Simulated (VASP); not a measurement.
# HfO2: single point with PBE

The system is HfO2.

```xyz
6
Lattice="3.6043 0.0000 0.0000 0.0000 3.6043 0.0000 0.0000 0.0000 5.2640" Properties=species:S:1:pos:R:3 pbc="T T T"
Hf    1.8729    1.7314    2.6320
Hf    0.0000    0.0000    0.0000
O     0.0000    1.8022    3.6493
O     1.8022    0.0000    4.2467
O     1.8022    0.0000    1.6147
O     0.0000    1.8022    1.0173
```

```yaml
Program: VASP 6.6.1
Task: single point
Functional: PBE
Potentials_or_basis: VASP PAW PBE potentials, release 64 (Hf_pv, O)
Cutoff: 520 eV
k_mesh: 6 × 6 × 4, shifted
Occupations: gaussian, width 0.05 eV
Spin: no spin polarisation
Dipole_correction: no
Further_INCAR_settings: ALGO = Normal; EDIFF = 1e-07; NBANDS = 31
```

```json
{
  "Pressure": "-2.5 GPa",
  "Largest force": "0.970 eV/Å",
  "Band gap on the k mesh": "4.95 eV, indirect (least direct gap 4.96 eV)"
}
```

Forces on the atoms (eV/Å):
```
Hf  -0.686  0.686  0.000
Hf   0.034 -0.034  0.000
O    0.650 -0.108  0.047
O    0.060  0.166  0.055
O    0.108 -0.650 -0.047
O   -0.166 -0.060 -0.055
```

Stress tensor (GPa, compression positive):
```
-2.47  0.01  2.14
 0.01 -2.47  2.14
 2.14  2.14 -2.47
```

Levels at points of the mesh, in eV from the valence-band top:
```tsv
k point	band 20	band 21	band 22	band 23	band 24	band 25
(0.08, 0.08, 0.12)	-0.41	-0.17	0.00	4.99	5.05	5.99
```

Run time: 41 s on 1 thread of Intel(R) Xeon(R) 6975P-C (Granite Rapids) (shared host), peak memory 0.21 GiB.

Caveat: spin-orbit coupling is left out, which moves the levels of the heavy elements. As with any semilocal functional, this PBE gap is likely too small.
